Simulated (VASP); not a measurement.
# Ca (I4/mmm) in VASP: further runs

Runs on Ca. Level: PBE. Tasks: single point.

Everything below comes from runs of VASP 6.6.1. Logs are shortened: lines on timing, memory, paths and dates and some standing lists are left out, and cuts for length are marked.

**1. The cell of the first run**

The typed cell holds 1 atom: a = 2.609 Å, b = 2.609 Å, c = 2.609 Å, α = 109.46°, β = 109.46°, γ = 109.50°.

**2. Single point, PBE**

Input file INCAR:

```
SYSTEM = Ca
  PREC = Accurate
  ENCUT = 520
  EDIFF = 1E-6
  ISMEAR = 0
  SIGMA = 0.1
  LREAL = .FALSE.
  LASPH = .TRUE.
  NELM = 60
  ALGO = Normal
  ISIF = 2
  LWAVE = .FALSE.
  LCHARG = .FALSE.
  GGA = PE
  NBANDS = 11
```

Input file KPOINTS:

```
Automatic mesh
0
G
  18 18 18
  0 0 0
```

Input file POSCAR:

```
Ca
1.0
   -1.5066436578      1.5066436578      1.5059122853
    1.5066436578     -1.5066436578      1.5059122853
    1.5066436578      1.5066436578     -1.5059122853
Ca
1
Direct
    0.5000000000      0.5000000000      0.0000000000
```

Potentials or basis: VASP PAW PBE potentials, release 64 (Ca_sv).

Run with:

```bash
> cat potpaw_PBE.64/Ca_sv/POTCAR > POTCAR
> mpirun -np 1 vasp_std > vasp.out
```

OUTCAR:

```text
SYSTEM = Ca
   PREC = Accurate
   ENCUT = 520
   EDIFF = 1E-6
   ISMEAR = 0
   LREAL = .FALSE.
   LASPH = .TRUE.
   NELM = 60
   ISIF = 2
   GGA = PE

 ion  position               nearest neighbor table
   1  0.500  0.500  0.000-

  LATTYP: Found a body centered tetragonal cell.
 ALAT       =     3.0132873156
 C/A-ratio  =     0.9995145684

  Lattice vectors:

 A1 = (  -1.5066436578,   1.5066436578,   1.5059122853)
 A2 = (   1.5066436578,  -1.5066436578,   1.5059122853)
 A3 = (   1.5066436578,   1.5066436578,  -1.5059122853)

Analysis of symmetry for initial positions (statically):
=====================================================================
 Subroutine PRICEL returns:
 Original cell was already a primitive cell.

 Routine SETGRP: Setting up the symmetry group for a
 body centered tetragonal supercell.

 Subroutine GETGRP returns: Found 16 space group operations
 (whereof 16 operations were pure point group operations)
 out of a pool of 16 trial point group operations.

The static configuration has the point symmetry D_4h.

Analysis of symmetry for dynamics (positions and initial velocities):
=====================================================================
 Subroutine PRICEL returns:
 Original cell was already a primitive cell.

 Routine SETGRP: Setting up the symmetry group for a
 body centered tetragonal supercell.

 Subroutine GETGRP returns: Found 16 space group operations
 (whereof 16 operations were pure point group operations)
 out of a pool of 16 trial point group operations.

The dynamic configuration has the point symmetry D_4h.

 Subroutine INISYM returns: Found 16 space group operations
 (whereof 16 operations are pure point group operations),
 and found     1 'primitive' translations

----------------------------------------------------------------------------------------

                                     Primitive cell

  volume of cell :      13.6735

  direct lattice vectors                    reciprocal lattice vectors
    -1.506643658  1.506643658  1.505912285     0.000000000  0.331863475  0.332024650
     1.506643658 -1.506643658  1.505912285     0.331863475  0.000000000  0.332024650
     1.506643658  1.506643658 -1.505912285     0.331863475  0.331863475  0.000000000

  length of vectors
     2.609161174  2.609161174  2.609161174     0.469439809  0.469439809  0.469325827

  position of ions in fractional coordinates (direct lattice)
     0.500000000  0.500000000  0.000000000

  ion indices of the primitive-cell ions
   primitive index   ion index
                 1           1

----------------------------------------------------------------------------------------

 KPOINTS: Automatic mesh

Automatic generation of k-mesh.
 Grid dimensions read from file:
 generate k-points for:   18   18   18

 Generating k-lattice:

  Cartesian coordinates                     Fractional coordinates (reciprocal lattice)
     0.000000000  0.018436860  0.018445814     0.055555556  0.000000000  0.000000000
     0.018436860  0.000000000  0.018445814     0.000000000  0.055555556  0.000000000
     0.018436860  0.018436860  0.000000000     0.000000000  0.000000000  0.055555556

  Length of vectors
     0.026079989  0.026079989  0.026073657

  Shift w.r.t. Gamma in fractional coordinates (k-lattice)
     0.000000000  0.000000000  0.000000000

 Subroutine IBZKPT returns following result:
 ===========================================

 Found    480 irreducible k-points:

 Following reciprocal coordinates:
            Coordinates               Weight
  0.000000  0.000000  0.000000      1.000000
  0.055556  0.000000  0.000000      8.000000
  0.111111  0.000000  0.000000      8.000000
  0.166667  0.000000  0.000000      8.000000
  0.222222  0.000000  0.000000      8.000000
  0.277778  0.000000 -0.000000      8.000000
[... 16 lines left out ...]
 -0.277778  0.055556  0.000000     16.000000
 -0.222222  0.055556 -0.000000     16.000000
 [... further k-points ...]
   k-points           NKPTS =    480   k-points in BZ     NKDIM =    480   number of bands    NBANDS=     11
   number of dos      NEDOS =    301   number of ions     NIONS =      1
   total plane-waves  NPLWV =   8000
   dimension x,y,z NGX =    20 NGY =   20 NGZ =   20
   dimension x,y,z NGXF=    40 NGYF=   40 NGZF=   40
   ions per type =               1
   NGX,Y,Z   is equivalent  to a cutoff of  12.74, 12.74, 12.74 a.u.
   NGXF,Y,Z  is equivalent  to a cutoff of  25.49, 25.49, 25.49 a.u.
 SYSTEM =  Ca
   PREC   = accura    normal or accurate (medium, high low for compatibility)
   ISTART =      0    job   : 0-new  1-cont  2-samecut
   ICHARG =      2    charge: 1-file 2-atom 10-const
   ISPIN  =      1    spin polarized calculation?
   LNONCOLLINEAR =      F non collinear calculations
   LSORBIT =      F    spin-orbit coupling
   LASPH  =      T    aspherical Exc in radial PAW
   ENCUT  =  520.0 eV  38.22 Ry    6.18 a.u.   4.85  4.85  4.85*2*pi/ulx,y,z
   NELM   =     60;   NELMIN=  2; NELMDL= -5     # of ELM steps
   EDIFF  = 0.1E-05   stopping-criterion for ELM
   LREAL  =      F    real-space projection
   EDIFFG = 0.1E-04   stopping-criterion for IOM
   NSW    =      0    number of steps for IOM
   IBRION =     -1    ionic relax: 0-MD 1-quasi-New 2-CG
   NFREE  =      0    steps in history (QN), initial steepest desc. (CG)
   ISIF   =      2    stress and relaxation
   ISYM   =      2    0-nonsym 1-usesym 2-fastsym
   POTIM  = 0.5000    time-step for ionic-motion
   TEBEG  =    0.0;   TEEND  =   0.0 temperature during run
   PSTRESS=    0.0 pullay stress
   NELECT =      10.0000    total number of electrons
   NUPDOWN=      -1.0000    fix difference up-down
   EMIN   =  10.00;   EMAX   =-10.00  energy-range for DOS
   EFERMI =   0.00;   METHOD = LEGACY
   ISMEAR =     0;   SIGMA  =   0.10  broadening in eV -4-tet -1-fermi 0-gaus
   EFERMI_NEDOS =   21; number of points for ismear=-14 and -15
   IALGO  =     38    algorithm
   IMIX   =      4    mixing-type and parameters
     AMIX     =   0.40;   BMIX     =  1.00
     AMIX_MAG =   1.60;   BMIX_MAG =  1.00
  volume/ion in A,a.u.               =      13.67        92.27
  Fermi-wavevector in a.u.,A,eV,Ry     =   1.474963  2.787277 29.599706  2.175517
  Thomas-Fermi vector in A             =   2.589671
   LORBIT       =      0    0 simple, 1 ext, 2 COOP (PROOUT), +10 PAW based schemes
   GGA     = PE    functional components
   LHFCALC =     F    Hartree Fock is set to
   AEXX    =    0.0000 exact exchange contribution
   IVDW    =     0    specifies the selected vdW correction
   LEPSILON=     F    determine dielectric tensor
   LRPA    =     F    only Hartree local field effects (RPA)
 non-spin polarized calculation
 Gauss-broadening in eV      SIGMA  =   0.10
  energy-cutoff  :      520.00
  volume of cell :       13.67
 maximum number of plane-waves:       382
   NGX =  9   NGY =  9   NGZ =  9

 number of electron      10.0000000 magnetization

 number of electron       9.9999999 magnetization

 Free energy of the ion-electron system (eV)
  ---------------------------------------------------
  ext. energy  EPLUGINS =         0.00000000
  ---------------------------------------------------
  free energy    TOTEN  =         2.08509361 eV

  energy without entropy =        2.08887842  energy(sigma->0) =        2.08698601

 E-fermi :   8.8058     XC(G=0): -12.2854

 val. band max:        8.7984491869   @ k =  -0.2222  -0.2222   0.2222
 cond. band min:       8.8257792440   @ k =   0.1667   0.1111   0.1111
 fundamental gap:      0.0273300572
 Fermi energy:         8.8058209314

 k-point     1 :       0.0000    0.0000    0.0000
  band No.  band energies     occupation
      1     -32.4855      2.00000
      2     -11.1665      2.00000
      3     -11.1665      2.00000
      4     -11.1664      2.00000
      5       5.2533      2.00000
      6      12.2573      0.00000
      7      12.2641      0.00000
      8      12.2641      0.00000
      9      15.2933      0.00000
     10      15.3025      0.00000
     11      26.8126      0.00000

 k-point     2 :       0.0556    0.0000    0.0000
  band No.  band energies     occupation
      1     -32.4545      2.00000
      2     -11.3003      2.00000
      3     -11.2010      2.00000
      4     -11.1695      2.00000
      5       5.4352      2.00000
      6      12.1412      0.00000
      7      12.2251      0.00000
      8      12.4188      0.00000
      9      15.1174      0.00000
     10      15.2938      0.00000
     11      26.9459      0.00000

 k-point     3 :       0.1111    0.0000    0.0000
  band No.  band energies     occupation
      1     -32.3644      2.00000
      2     -11.6747      2.00000
      3     -11.2992      2.00000
      4     -11.1784      2.00000
      5       5.9365      2.00000
      6      11.8149      0.00000
      7      12.0569      0.00000
      8      12.8832      0.00000
      9      14.7708      0.00000
     10      15.2993      0.00000
     11      27.2558      0.00000

 k-point     4 :       0.1667    0.0000    0.0000
  band No.  band energies     occupation
      1     -32.2233      2.00000
      2     -12.2216      2.00000
      3     -11.4460      2.00000
      4     -11.1922      2.00000
      5       6.6200      2.00000
      6      11.3580      0.00000
      7      11.7176      0.00000
      8      13.6259      0.00000
      9      14.6161      0.00000
     10      15.3394      0.00000
     11      27.4936      0.00000

 k-point     5 :       0.2222    0.0000    0.0000
  band No.  band energies     occupation
      1     -32.0447      2.00000
      2     -12.8573      2.00000
      3     -11.6205      2.00000
      4     -11.2095      2.00000
      5       7.2323      2.00000
      6      10.8537      0.00000
      7      11.4465      0.00000
      8      14.6008      0.00000
      9      14.7573      0.00000
     10      15.4426      0.00000
     11      27.2800      0.00000
[... 211 lines left out ...]
 k-point    21 :      -0.3889    0.0556    0.0000
  band No.  band energies     occupation
      1     -31.5561      2.00000
      2     -14.3170      2.00000
      3     -12.0685      2.00000
      4     -11.3007      2.00000
      5       7.2427      2.00000
      6       9.8059      0.00000
      7      12.6348      0.00000
      8      15.4565      0.00000
      9      16.2076      0.00000
     10      17.7346      0.00000
     11      25.1525      0.00000

 k-point    22 :      -0.3333    0.0556    0.0000
  band No.  band energies     occupation
      1     -31.7346      2.00000
      2     -13.8066      2.00000
      3     -11.9100      2.00000
      4     -11.2825      2.00000
      5       7.5282      2.00000
      6      10.1597      0.00000
      7      11.7844      0.00000
      8      15.0564      0.00000
      9      15.9611      0.00000
     10      16.5461      0.00000
     11      26.1511      0.00000

 k-point    23 :      -0.2778    0.0556    0.0000
  band No.  band energies     occupation
      1     -31.9301      2.00000
      2     -13.2083      2.00000
      3     -11.7244      2.00000
      4     -11.2622      2.00000
      5       7.5316      2.00000
      6      10.5992      0.00000
      7      11.3110      0.00000
      8      14.6772      0.00000
      9      15.3589      0.00000
     10      15.7379      0.00000
     11      27.1076      0.00000

 k-point    24 :      -0.2222    0.0556   -0.0000
  band No.  band energies     occupation
      1     -32.1183      2.00000
      2     -12.5845      2.00000
      3     -11.5328      2.00000
      4     -11.2419      2.00000
      5       7.0693      2.00000
      6      11.0922      0.00000
      7      11.4059      0.00000
      8      14.2438      0.00000
      9      14.4915      0.00000
     10      15.5554      0.00000
     11      27.6446      0.00000

 [... further k-points ...]

------------------------ aborting loop because EDIFF is reached ----------------------------------------

  FORCE on cell =-STRESS in cart. coord.  units (eV):
  Direction    XX          YY          ZZ          XY          YZ          ZX
  --------------------------------------------------------------------------------------
  -------------------------------------------------------------------------------------
  Total        7.7993241      7.7993241      7.8005980      0.0000000     -0.0000000      0.0000000
  in kB      913.8749733    913.8749733    914.0242429      0.0000000     -0.0000000      0.0000000
  external PRESSURE =     913.9247299 kB  Pullay stress =       0.0000000 kB

 VOLUME and BASIS-vectors are now :
 -----------------------------------------------------------------------------
  energy-cutoff  :      520.00
  volume of cell :       13.67
      direct lattice vectors                 reciprocal lattice vectors
    -1.506643658  1.506643658  1.505912285     0.000000000  0.331863475  0.332024650
     1.506643658 -1.506643658  1.505912285     0.331863475  0.000000000  0.332024650
     1.506643658  1.506643658 -1.505912285     0.331863475  0.331863475  0.000000000

 POSITION                                       TOTAL-FORCE (eV/Angst)
 -----------------------------------------------------------------------------------
      0.00000      0.00000      1.50591        -0.000000      0.000000      0.000000
 -----------------------------------------------------------------------------------
    total drift:                               -0.000000     -0.000000      0.000000

  FREE ENERGIE OF THE ION-ELECTRON SYSTEM (eV)
  ---------------------------------------------------
  free  energy   TOTEN  =         2.0850936074 eV

  energy  without entropy=        2.0888784205  energy(sigma->0) =        2.08698601
```

Wall time 21 s (1 thread of Intel Xeon 6975P-C (Granite Rapids), shared host); peak memory 0.19 GiB.

Results:

```yaml
Free_energy: 2.0851 eV
Pressure: 91.4 GPa
Band_gap_on_the_k_mesh: zero (band 5 reaches 10.13 eV, above the bottom of band 6 at 5.80 eV)
```

Levels at points of the mesh, in eV from the Fermi level:
| k point | band 2 | band 3 | band 4 | band 5 | band 6 | band 7 | band 8 | band 9 |
| --- | --- | --- | --- | --- | --- | --- | --- | --- |
| (0.00, 0.00, 0.00) | -19.97 | -19.97 | -19.97 | -3.55 | 3.45 | 3.46 | 3.46 | 6.49 |
| (0.50, 0.00, 0.00) | -23.75 | -21.01 | -20.08 | -2.18 | 0.57 | 5.77 | 7.00 | 7.69 |
| (0.50, 0.50, 0.00) | -23.75 | -21.01 | -20.08 | -2.18 | 0.58 | 5.76 | 6.99 | 7.69 |
| (0.50, 0.50, 0.50) | -22.31 | -22.31 | -22.30 | -3.01 | -3.01 | 9.60 | 9.60 | 9.60 |

**3. Single point, PBE**

This run uses another cell than the first one, of 28.39 Å³/atom, 2.077 times its volume.

Input file INCAR:

```
ALGO = Normal
EDIFF = 1E-7
ENCUT = 520
GGA = PE
ISIF = 2
ISMEAR = 0
LASPH = T
LCHARG = F
LREAL = F
LWAVE = F
NBANDS = 11
NELM = 100
PREC = Accurate
SIGMA = 0.1
```

Input file KPOINTS:

```
k-points
0
Gamma
  14 14 14
```

Input file POSCAR:

```
Ca
1.0
   -1.9244162886      1.9244162886      1.9168123032
    1.9244162886     -1.9244162886      1.9168123032
    1.9244162886      1.9244162886     -1.9168123032
Ca
1
Direct
    0.5000000000      0.5000000000      0.0000000000
```

Potentials or basis: VASP PAW PBE potentials, release 64 (Ca_sv).

Run with:

```bash
> cat potpaw_PBE.64/Ca_sv/POTCAR > POTCAR
> mpirun -np 1 vasp_std > vasp.out
```

Wall time 34 s (1 thread of Intel Xeon 6975P-C (Granite Rapids), shared host); peak memory 0.21 GiB.

The run converged. Its results:

- Free energy: -1.5248 eV
- Pressure: 12.0 GPa
- Band gap on the k mesh: zero (band 5 reaches 4.26 eV, above the bottom of band 6 at 3.28 eV)

Levels at points of the mesh, in eV from the Fermi level:
| k point | band 3 | band 4 | band 5 | band 6 | band 7 | band 8 |
| --- | --- | --- | --- | --- | --- | --- |
| (0.00, 0.00, 0.00) | -21.90 | -21.90 | -4.61 | 2.89 | 2.92 | 2.92 |
| (0.50, 0.00, 0.00) | -22.06 | -21.90 | -1.13 | 0.76 | 1.43 | 4.47 |
| (0.50, 0.50, 0.00) | -22.06 | -21.90 | -1.13 | 0.74 | 1.46 | 4.44 |
| (0.50, 0.50, 0.50) | -22.26 | -22.26 | -0.51 | -0.49 | 5.81 | 5.81 |

**4. Single point, PBE**

This run uses another cell than the first one, of 23.15 Å³/atom, 1.693 times its volume.

Input file INCAR:

```
SYSTEM = Ca
  PREC = Accurate
  ENCUT = 520
  EDIFF = 1E-6
  ISMEAR = 0
  SIGMA = 0.1
  LREAL = .FALSE.
  LASPH = .TRUE.
  NELM = 60
  ALGO = Fast
  ISIF = 2
  LWAVE = .FALSE.
  LCHARG = .FALSE.
  GGA = PE
  NBANDS = 11
```

Input file KPOINTS:

```
regular mesh
0
G
  16 16 16
  0 0 0
```

Input file POSCAR:

```
Ca
1.0
   -1.7968492595      1.7968492595      1.7926195496
    1.7968492595     -1.7968492595      1.7926195496
    1.7968492595      1.7968492595     -1.7926195496
Ca
1
Direct
    0.5000000000      0.5000000000      0.0000000000
```

Run with:

```bash
> cat potpaw_PBE.64/Ca_sv/POTCAR > POTCAR
> mpirun -np 1 vasp_std > vasp.out
```

Wall time 36 s (1 thread of Intel Xeon 6975P-C (Granite Rapids), shared host); peak memory 0.2 GiB.

It converged, with:

* Free energy: -0.9383 eV
* Pressure: 25.1 GPa
* Band gap on the k mesh: zero (band 5 reaches 5.63 eV, above the bottom of band 6 at 3.95 eV)

Levels at points of the mesh, in eV from the Fermi level:
```csv
k point,band 3,band 4,band 5,band 6,band 7,band 8
"(0.00, 0.00, 0.00)",-21.33,-21.33,-4.68,3.19,3.21,3.21
"(0.50, 0.00, 0.00)",-21.62,-21.34,-1.28,1.40,1.60,5.18
"(0.50, 0.50, 0.00)",-21.62,-21.34,-1.28,1.43,1.58,5.15
"(0.50, 0.50, 0.50)",-21.98,-21.98,-0.93,-0.92,6.80,6.80
```

(Part 1 of 2 ends here.)
